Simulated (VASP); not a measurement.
# SnO (P4/nmm) in VASP: notebook, part 2 of 2

VASP 6.6.1. The steps go on from the part before.

### Step 3. Single point, PBE (18.58 Å³/atom)

This run uses another cell than the first one, of 18.58 Å³/atom.

Input file INCAR:

```
  PREC = Accurate
  ENCUT = 520
  EDIFF = 1E-6
  ISMEAR = 0
  SIGMA = 0.05
  LREAL = False
  LASPH = True
  NELM = 60
  ALGO = Normal
  ISIF = 2
  LWAVE = False
  LCHARG = True
  GGA = PE
  LELF = True
  LVHAR = True
  NBANDS = 28
```

Input file KPOINTS:

```
regular mesh
0
Gamma
  10 10 8
```

Input file POSCAR:

```
SnO
1.0
    3.8604432402      0.0000000000      0.0000000000
    0.0000000000      3.8604432402      0.0000000000
    0.0000000000      0.0000000000      4.9863909281
Sn O
2 2
Direct
    0.0000000000      0.5000000000      0.2324274753
    0.5000000000      0.0000000000      0.7675725247
    0.0000000000      0.0000000000      0.0000000000
    0.5000000000      0.5000000000      0.0000000000
```

Potentials or basis: VASP PAW PBE potentials, release 64 (Sn_d, O).

Command:

```sh
$ cat potpaw_PBE.64/Sn_d/POTCAR potpaw_PBE.64/O/POTCAR > POTCAR
$ mpirun -np 1 vasp_std > vasp.out
```

OUTCAR:

```text
PREC = Accurate
   ENCUT = 520
   EDIFF = 1E-6
   ISMEAR = 0
   LREAL = False
   LASPH = True
   NELM = 60
   ISIF = 2
   GGA = PE

 ion  position               nearest neighbor table
   1  0.000  0.500  0.232-   3 2.25   4 2.25   3 2.25   4 2.25   2 3.58   2 3.58   2 3.58   2 3.58

   2  0.500  0.000  0.768-   3 2.25   4 2.25   4 2.25   3 2.25   1 3.58   1 3.58   1 3.58   1 3.58

   3  0.000  0.000  0.000-   1 2.25   2 2.25   1 2.25   2 2.25
   4  0.500  0.500  0.000-   1 2.25   2 2.25   2 2.25   1 2.25

  LATTYP: Found a simple tetragonal cell.
 ALAT       =     3.8604432402
 C/A-ratio  =     1.2916628008

  Lattice vectors:

 A1 = (   3.8604432402,   0.0000000000,   0.0000000000)
 A2 = (   0.0000000000,   3.8604432402,   0.0000000000)
 A3 = (   0.0000000000,   0.0000000000,   4.9863909281)

Analysis of symmetry for initial positions (statically):
=====================================================================
 Subroutine PRICEL returns:
 Original cell was already a primitive cell.

 Routine SETGRP: Setting up the symmetry group for a
 simple tetragonal supercell.

 Subroutine GETGRP returns: Found 16 space group operations
[... 167 lines left out ...]
  ---------------------------------------------------
  free energy    TOTEN  =       -22.72348106 eV

  energy without entropy =      -22.72348106  energy(sigma->0) =      -22.72348106

 E-fermi :   6.5669     XC(G=0):  -9.9373

 val. band max:        6.3758399809   @ k =   0.1000   0.0000   0.0000
 cond. band min:       6.7506486353   @ k =   0.5000   0.5000   0.0000
 fundamental gap:      0.3748086544
 Fermi energy:         6.5669298193

 k-point     1 :       0.0000    0.0000    0.0000
  band No.  band energies     occupation
      1     -15.4156      2.00000
      2     -15.0431      2.00000
      3     -15.0408      2.00000
      4     -15.0408      2.00000
      5     -15.0092      2.00000
      6     -14.9958      2.00000
[... 733 lines left out ...]
     27      13.7093      0.00000
     28      15.9638      0.00000

 [... further k-points ...]
[... 5 lines left out ...]
  --------------------------------------------------------------------------------------
  -------------------------------------------------------------------------------------
  Total        0.3061041      0.3061041      0.2990472      0.0000000      0.0000000      0.0000000
  in kB        6.5996225      6.5996225      6.4474755      0.0000000      0.0000000      0.0000000
  external PRESSURE =       6.5489068 kB  Pullay stress =       0.0000000 kB

 VOLUME and BASIS-vectors are now :
 -----------------------------------------------------------------------------
  energy-cutoff  :      520.00
  volume of cell :       74.31
      direct lattice vectors                 reciprocal lattice vectors
     3.860443240  0.000000000  0.000000000     0.259037612  0.000000000  0.000000000
     0.000000000  3.860443240  0.000000000     0.000000000  0.259037612  0.000000000
     0.000000000  0.000000000  4.986390928     0.000000000  0.000000000  0.200545849

 POSITION                                       TOTAL-FORCE (eV/Angst)
 -----------------------------------------------------------------------------------
      0.00000      1.93022      1.15897         0.000000      0.000000      0.079594
      1.93022      0.00000      3.82742         0.000000      0.000000     -0.079594
      0.00000      0.00000      0.00000         0.000000      0.000000      0.000000
      1.93022      1.93022      0.00000         0.000000     -0.000000      0.000000
 -----------------------------------------------------------------------------------
    total drift:                                0.000000      0.000000     -0.000000

  FREE ENERGIE OF THE ION-ELECTRON SYSTEM (eV)
  ---------------------------------------------------
  free  energy   TOTEN  =       -22.7234810576 eV

  energy  without entropy=      -22.7234810574  energy(sigma->0) =      -22.72348106
```

OSZICAR:

```text
N       E                     dE             d eps       ncg     rms          rms(c)
DAV:   1     0.416101674579E+03    0.41610E+03   -0.19948E+04  6076   0.215E+03
DAV:   2     0.373068341563E+02   -0.37879E+03   -0.36380E+03  6156   0.537E+02
DAV:   3    -0.234439100951E+02   -0.60751E+02   -0.59425E+02  6636   0.180E+02
DAV:   4    -0.264408708237E+02   -0.29970E+01   -0.29813E+01  6708   0.426E+01
DAV:   5    -0.265129963373E+02   -0.72126E-01   -0.72116E-01  6432   0.718E+00    0.117E+01
DAV:   6    -0.227746653405E+02    0.37383E+01   -0.17830E+01  9472   0.455E+01    0.508E+00
DAV:   7    -0.227439488013E+02    0.30717E-01   -0.21979E+00  7016   0.874E+00    0.250E+00
DAV:   8    -0.227301305736E+02    0.13818E-01   -0.30622E-01  7256   0.364E+00    0.813E-01
DAV:   9    -0.227224264149E+02    0.77042E-02   -0.49655E-02  9428   0.216E+00    0.248E-01
DAV:  10    -0.227239371101E+02   -0.15107E-02   -0.82703E-03  7884   0.805E-01    0.162E-01
DAV:  11    -0.227234484212E+02    0.48869E-03   -0.26821E-03  8956   0.455E-01    0.237E-02
DAV:  12    -0.227234848724E+02   -0.36451E-04   -0.30944E-04  6048   0.105E-01    0.325E-02
DAV:  13    -0.227234811417E+02    0.37306E-05   -0.36519E-05  7436   0.516E-02    0.319E-03
DAV:  14    -0.227234810576E+02    0.84087E-07   -0.33514E-06  6380   0.115E-02
   1 F= -.22723481E+02 E0= -.22723481E+02  d E =-.184342E-09
```

stdout:

```text
POSCAR found type information on POSCAR SnO
 POSCAR found :  2 types and       4 ions
 scaLAPACK will be used
 LDA part: xc-table for (Slater+PW92), standard interpolation
 POSCAR, INCAR and KPOINTS ok, starting setup
 FFT: planning ... GRIDC
 FFT: planning ... GRID_SOFT
 FFT: planning ... GRID
 WAVECAR not read
 entering main loop
```

Wall time 1.7 min (1 thread of Intel Xeon 6975P-C (Granite Rapids), shared host); peak memory 0.3 GiB.

What came out:

* Free energy: -22.7235 eV
* Pressure: 0.7 GPa
* Largest force: 0.080 eV/Å
* Band gap on the k mesh: 0.37 eV (least direct gap 1.96 eV)

Forces on the atoms (eV/Å):
```
Sn   0.000  0.000  0.080
Sn   0.000  0.000 -0.080
O    0.000  0.000  0.000
O    0.000  0.000  0.000
```

Caveat: semilocal functionals underestimate gaps, and a narrow one can read as zero; spin-orbit coupling is left out, which moves the levels of the heavy elements. A k mesh can miss the band edges.

### Step 4. Single point, PBE

This run uses another cell than the first one, of 18.96 Å³/atom.

Input file INCAR:

```
ALGO = Normal
EDIFF = 1E-6
ENCUT = 520
GGA = PE
ISIF = 2
ISMEAR = 0
LASPH = T
LCHARG = F
LREAL = F
LWAVE = F
NBANDS = 28
NELM = 100
PREC = Accurate
SIGMA = 0.05
```

Input file KPOINTS:

```
k-points
0
Gamma
  10 10 8
```

Input file POSCAR:

```
SnO
1.0
    3.8682528639      0.0000000000      0.0000000000
    0.0000000000      3.8682528639      0.0000000000
    0.0000000000      0.0000000000      5.0676297782
Sn O
2 2
Direct
    0.0000000000      0.5000000000      0.2287171844
    0.5000000000      0.0000000000      0.7712828156
    0.0000000000      0.0000000000      0.0000000000
    0.5000000000      0.5000000000      0.0000000000
```

Command:

```sh
$ cat potpaw_PBE.64/Sn_d/POTCAR potpaw_PBE.64/O/POTCAR > POTCAR
$ mpirun -np 1 vasp_std > vasp.out
```

Run time: 90 s. Hardware: 1 thread of Intel Xeon 6975P-C (Granite Rapids), shared host; peak memory 0.31 GiB.

It converged, with:

* Free energy: -22.7259 eV
* Pressure: 0.2 GPa
* Largest force: 0.077 eV/Å
* Band gap on the k mesh: 0.51 eV (least direct gap 1.91 eV)

Forces on the atoms (eV/Å):
```
Sn   0.000  0.000  0.077
Sn   0.000  0.000 -0.077
O    0.000  0.000  0.000
O    0.000  0.000  0.000
```

Levels at points of the mesh, in eV from the valence-band top:
```tsv
k point	band 18	band 19	band 20	band 21	band 22	band 23
(0.00, 0.00, 0.00)	-2.88	-2.88	0.00	1.91	4.07	4.92
(0.50, 0.00, 0.00)	-4.47	-2.33	-2.33	3.04	3.04	5.68
(0.50, 0.50, 0.00)	-2.24	-1.74	-1.74	0.51	0.51	4.56
(0.00, 0.00, 0.50)	-2.90	-2.90	-1.94	1.72	3.31	3.31
(0.50, 0.00, 0.50)	-4.44	-1.53	-1.53	2.48	2.48	5.56
(0.50, 0.50, 0.50)	-2.34	-2.24	-2.24	2.61	2.61	3.75
```

Caveat: semilocal functionals underestimate gaps, and a narrow one can read as zero; spin-orbit coupling is left out, which moves the levels of the heavy elements. A k mesh can miss the band edges.

### Step 5. Single point, PBE (19.34 Å³/atom)

This run uses another cell than the first one, of 19.34 Å³/atom.

Input file INCAR:

```
SYSTEM = SnO
PREC = Accurate
ENCUT = 520
EDIFF = 1E-6
ISMEAR = 0
SIGMA = 0.05
LREAL = .False.
LASPH = .True.
NELM = 100
ALGO = Normal
ISIF = 2
LWAVE = .False.
LCHARG = .False.
GGA = PE
NBANDS = 28
```

Input file KPOINTS:

```
Automatic mesh
0
Gamma
  10 10 8
  0 0 0
```

Input file POSCAR:

```
SnO
1.0
    3.8752586566      0.0000000000      0.0000000000
    0.0000000000      3.8752586566      0.0000000000
    0.0000000000      0.0000000000      5.1503100275
Sn O
2 2
Direct
    0.0000000000      0.5000000000      0.2250645832
    0.5000000000      0.0000000000      0.7749354168
    0.0000000000      0.0000000000      0.0000000000
    0.5000000000      0.5000000000      0.0000000000
```

Command:

```sh
$ cat potpaw_PBE.64/Sn_d/POTCAR potpaw_PBE.64/O/POTCAR > POTCAR
$ mpirun -np 1 vasp_std > vasp.out
```

It took 84 s on 1 thread of Intel Xeon 6975P-C (Granite Rapids), shared host; peak memory 0.3 GiB.

Results (log left out):

* Free energy: -22.7248 eV
* Pressure: -0.2 GPa
* Largest force: 0.073 eV/Å
* Band gap on the k mesh: 0.64 eV (least direct gap 1.86 eV)

Forces in eV/Å, atoms in the order of the input:
```
Sn   0.000  0.000  0.073
Sn   0.000  0.000 -0.073
O    0.000  0.000  0.000
O    0.000  0.000  0.000
```

Stress tensor (GPa, compression positive):
```
-0.23  0.00  0.00
 0.00 -0.23  0.00
 0.00  0.00 -0.12
```

Levels at points of the mesh, in eV from the valence-band top:
| k point | band 16 | band 17 | band 18 | band 19 | band 20 | band 21 | band 22 | band 23 | band 24 | band 25 |
| --- | --- | --- | --- | --- | --- | --- | --- | --- | --- | --- |
| (0.00, 0.00, 0.00) | -5.75 | -3.10 | -2.84 | -2.84 | 0.00 | 1.86 | 3.94 | 5.03 | 5.03 | 5.46 |
| (0.50, 0.00, 0.00) | -4.57 | -4.41 | -4.41 | -2.24 | -2.24 | 2.99 | 2.99 | 5.59 | 5.59 | 5.97 |
| (0.50, 0.50, 0.00) | -4.69 | -2.20 | -2.20 | -1.70 | -1.70 | 0.64 | 0.64 | 4.59 | 4.59 | 6.66 |
| (0.00, 0.00, 0.50) | -3.49 | -3.14 | -2.85 | -2.85 | -1.88 | 1.73 | 3.43 | 3.43 | 3.78 | 7.62 |
| (0.50, 0.00, 0.50) | -4.92 | -4.39 | -4.39 | -1.49 | -1.49 | 2.44 | 2.44 | 5.63 | 5.63 | 6.28 |
| (0.50, 0.50, 0.50) | -4.99 | -2.25 | -2.25 | -2.20 | -2.20 | 2.70 | 2.70 | 3.65 | 3.65 | 5.50 |

Caveat: semilocal functionals underestimate gaps, and a narrow one can read as zero; spin-orbit coupling is left out, which moves the levels of the heavy elements.

### Step 6. Overview

| cell | gap on the mesh (eV) | pressure (GPa) | largest force (eV/Å) |
| --- | --- | --- | --- |
| a = 3.853, b = 3.853, c = 4.903 Å, 4 atoms, atomic positions A | 0.24 | 1.2 | 0.08 |
| a = 3.860, b = 3.860, c = 4.986 Å, 4 atoms, atomic positions B | 0.37 | 0.7 | 0.08 |
| a = 3.868, b = 3.868, c = 5.068 Å, 4 atoms, atomic positions C | 0.51 | 0.2 | 0.08 |
| a = 3.875, b = 3.875, c = 5.150 Å, 4 atoms, atomic positions D | 0.64 | -0.2 | 0.07 |

Alike in all rows: task single point; level PBE; potentials or basis VASP PAW PBE potentials, release 64 (Sn_d, O); no spin polarisation; k mesh 10 × 10 × 8; cutoff (eV) 520; smearing gaussian 0.05 eV.

Caveats: semilocal functionals underestimate gaps, and a narrow one can read as zero; spin-orbit coupling is left out, which moves the levels of the heavy elements.

Absolute energies hang on the potentials; compare differences alone.
